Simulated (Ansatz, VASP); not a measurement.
## One calculation of Tl, two programs

INCAR

```
SYSTEM = Tl
  PREC = Accurate
  ENCUT = 520
  EDIFF = 1E-7
  ISMEAR = 0
  SIGMA = 0.15
  LREAL = .FALSE.
  LASPH = .TRUE.
  NELM = 80
  ALGO = Fast
  ISIF = 2
  LWAVE = .FALSE.
  LCHARG = .FALSE.
  GGA = PS
  NBANDS = 20
```

Contents of KPOINTS:

```
regular mesh
0
G
  18 18 10
  0 0 0
```

The input POSCAR:

```
Tl
1.0
    3.1795184880      0.0000000000      0.0000000000
   -1.5897592440      2.7535437824      0.0000000000
    0.0000000000      0.0000000000      5.3040000000
Tl
2
Direct
    0.3333333333      0.6666666667      0.2500000000
    0.6666666667      0.3333333333      0.7500000000
```

Input for Ansatz:

```yaml
crystal:
  lattice:
    - [3.179518488, 0.0, 0.0]
    - [-1.589759244, 2.7535437824, 0.0]
    - [0.0, 0.0, 5.304]
  atoms:
    - { symbol: Tl, position: [0.3333333333, 0.6666666667, 0.25] }
    - { symbol: Tl, position: [0.6666666667, 0.3333333333, 0.75] }
basis:
  ecutwfc: 420
kpoints:
  mp_grid: { grid: [18, 18, 10] }
hamiltonian:
  xc: pbesol
scf:
  occupations: { method: gaussian, width: 0.15 }
output:
  forces: true
  stress: true
  eigenvalues: true
```

Change from the starting cell: strain -0.080 along x and y, -0.040 along z, atoms carried along.

Alike in both runs: task single point; functional PBEsol; k mesh 18 × 18 × 10; occupations gaussian, width 0.15 eV; no spin polarisation.

|  | VASP | Ansatz |
| --- | --- | --- |
| version | VASP 6.6.1 | Ansatz 0.2.0 |
| potentials or method | VASP PAW PBE potentials, release 64 (Tl_d), cutoff 520 eV | scalar-relativistic, plane waves, PAW |
| valence electrons in the cell | 26 | 26 |

Ansatz gave:

| Quantity | Value |
| --- | --- |
| gap on the k mesh at the Fermi level (eV) | none |
| pressure (GPa) | 13.3 |
| traceless stress, the component that is largest in VASP (GPa) | -1.24 |

Question: What did VASP give for the same quantities?

Answer: gap on the k mesh at the Fermi level (eV): none; pressure (GPa): 13.2; traceless stress, the component that is largest in VASP (GPa): -1.25.

VASP's potentials were made for PBE, not for PBEsol. A gap of «none» marks a metal or a gap that the smearing closes.

Spin-orbit coupling is off throughout.
